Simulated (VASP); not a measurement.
Here is a VASP 6.6.1 calculation.

The input INCAR:

```
PREC = Accurate
ENCUT = 520
EDIFF = 1E-7
ISMEAR = 0
SIGMA = 0.05
LREAL = False
LASPH = True
NELM = 60
ALGO = Normal
ISIF = 2
LWAVE = False
LCHARG = True
LELF = True
LVHAR = True
NBANDS = 12
```

KPOINTS

```
regular mesh
0
Gamma
  8 8 8
```

File POSCAR:

```
LiCl
1.0
    0.0448833000      2.5647600000      2.5647600000
    2.6096433000      0.0000000000      2.6096433000
    2.5647600000      2.5647600000      0.0448833000
Li Cl
1 1
Direct
    0.0000000000      0.0000000000      0.0000000000
    0.5000000000      0.5000000000      0.5000000000
```

Potentials or basis: VASP PAW LDA potentials, release 64 (Li_sv, Cl).

The run is started by

```console
$ cat potpaw_LDA.64/Li_sv/POTCAR potpaw_LDA.64/Cl/POTCAR > POTCAR
$ mpirun -np 1 vasp_std > vasp.out
```

(1) Estimate the band gap on the k mesh.

Results:

(1) 5.89 eV, direct.

Caveat: the cell differs from its parent crystal (strain +0.0350 x Voigt [0, 0, 0, 0, 1, 0]).
